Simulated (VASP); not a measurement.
The system is MgO.

```
CELL_PARAMETERS angstrom
2.65982 0.00000 0.00000
0.00000 2.65982 0.00000
0.00000 0.00000 2.65982
ATOMIC_POSITIONS crystal
Mg 0.00000 0.00000 0.00000
O 0.50000 0.50000 0.50000
```

| Quantity | Value |
| --- | --- |
| Program | VASP 6.6.1 |
| Task | relaxation of cell and atoms |
| Functional | r2SCAN |
| Potentials or basis | VASP PAW PBE potentials, release 64 (Mg, O) |
| Cutoff | 600 eV |
| k mesh | 8 × 8 × 8 |
| Occupations | fermi-dirac, width 0.02 eV |
| Spin | no spin polarisation |

At the start: pressure -7.3 GPa; volume 9.41 Å³/atom.

**Question.** How do energy, volume and symmetry change on relaxing?

**Answer.** Over 13 steps the energy falls by 11.0 meV/atom and the volume is 8.95 Å³/atom (-4.9 %); space group Pm-3m (No. 221, to 0.1 Å) before and after.

The path:
```csv
step,energy change (eV),largest force (eV/Å),pressure (GPa),volume (Å³)
1,0.0000,0.0000,-7.27,18.82
2,-0.0207,0.0000,2.00,17.68
3,-0.0220,0.0000,0.10,17.89
4,-0.0220,0.0000,-0.15,17.91
5,-0.0220,0.0000,-0.15,17.91
6,-0.0220,0.0000,-0.12,17.91
7,-0.0220,0.0000,-0.12,17.91
8,-0.0220,0.0000,-0.12,17.91
9,-0.0220,0.0000,-0.12,17.91
10,-0.0220,0.0000,-0.11,17.91
11,-0.0220,0.0000,-0.11,17.91
12,-0.0220,0.0000,-0.10,17.91
13,-0.0220,0.0000,-0.09,17.90
```

Final structure:
```cif
data_structure
_symmetry_space_group_name_H-M 'P 1'
_symmetry_Int_Tables_number 1
_cell_length_a 2.6161
_cell_length_b 2.6161
_cell_length_c 2.6161
_cell_angle_alpha 90.000
_cell_angle_beta 90.000
_cell_angle_gamma 90.000
_cell_volume 17.90
loop_
_atom_site_label
_atom_site_type_symbol
_atom_site_fract_x
_atom_site_fract_y
_atom_site_fract_z
_atom_site_occupancy
Mg1 Mg 0.00000 0.00000 0.00000 1
O1 O 0.50000 0.50000 0.50000 1
```

Caveat: the PAW data sets were made with another functional, which shifts forces and pressure a little.
